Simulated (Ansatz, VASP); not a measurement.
**Two plane-wave programs on WSe2**

The input INCAR:

```
  PREC = Accurate
  ENCUT = 520
  EDIFF = 1E-6
  ISMEAR = 0
  SIGMA = 0.05
  LREAL = False
  LASPH = True
  NELM = 60
  ALGO = Normal
  ISIF = 2
  LWAVE = False
  LCHARG = True
  GGA = PE
  IVDW = 12
  LELF = True
  LVHAR = True
  NBANDS = 20
```

The input KPOINTS:

```
regular mesh
0
Gamma
  9 9 4
```

File POSCAR:

```
WSe2
1.0
    3.3795566996      0.0000000000      0.0000000000
   -1.6897783498      2.9267819554      0.0000000000
    0.0000000000      0.0000000000      6.5948669437
W Se
1 2
Direct
    0.0000000000      0.0000000000      0.0000000000
    0.3333333333      0.6666666667      0.2048671987
    0.3333333333      0.6666666667      0.7951328013
```

Input for Ansatz:

```yaml
crystal:
  lattice:
    - [3.3795566996, 0.0, 0.0]
    - [-1.6897783498, 2.9267819554, 0.0]
    - [0.0, 0.0, 6.5948669437]
  atoms:
    - { symbol: W, position: [0.0, 0.0, 0.0] }
    - { symbol: Se, position: [0.3333333333, 0.6666666667, 0.2048671987] }
    - { symbol: Se, position: [0.3333333333, 0.6666666667, 0.7951328013] }
basis:
  ecutwfc: 420
kpoints:
  mp_grid: { grid: [9, 9, 4] }
hamiltonian:
  xc: pbe
  pseudopotentials: { kind: paw, azcp: { folder: soft_1 } }
  dispersion: d3bj
scf:
  occupations: { method: gaussian, width: 0.05 }
output:
  forces: true
  stress: true
  eigenvalues: true
```

Alike in both runs: task single point; functional PBE; dispersion D3(BJ); k mesh 9 × 9 × 4; occupations gaussian, width 0.05 eV; no spin polarisation.

|  | VASP | Ansatz |
| --- | --- | --- |
| version | VASP 6.6.1 | Ansatz 0.2.0 |
| potentials or method | VASP PAW PBE potentials, release 64 (W_sv, Se), cutoff 520 eV | scalar-relativistic, plane waves, PAW |
| valence electrons in the cell | 26 | 46 |

Ansatz gave:

- gap on the k mesh at the Fermi level (eV): none
- rms of the force components (eV/Å): 3.470

Task: Estimate VASP's values.

Result: gap on the k mesh at the Fermi level (eV): none; rms of the force components (eV/Å): 3.510.

Atom by atom the forces differ by 0.040 eV/Å (rms over components). A gap of «none» marks a metal or a gap that the smearing closes. VASP's potentials hold 26 valence electrons a cell and Ansatz's 46, so a difference there can come from the potentials and not from the codes.

Spin-orbit coupling is off throughout.
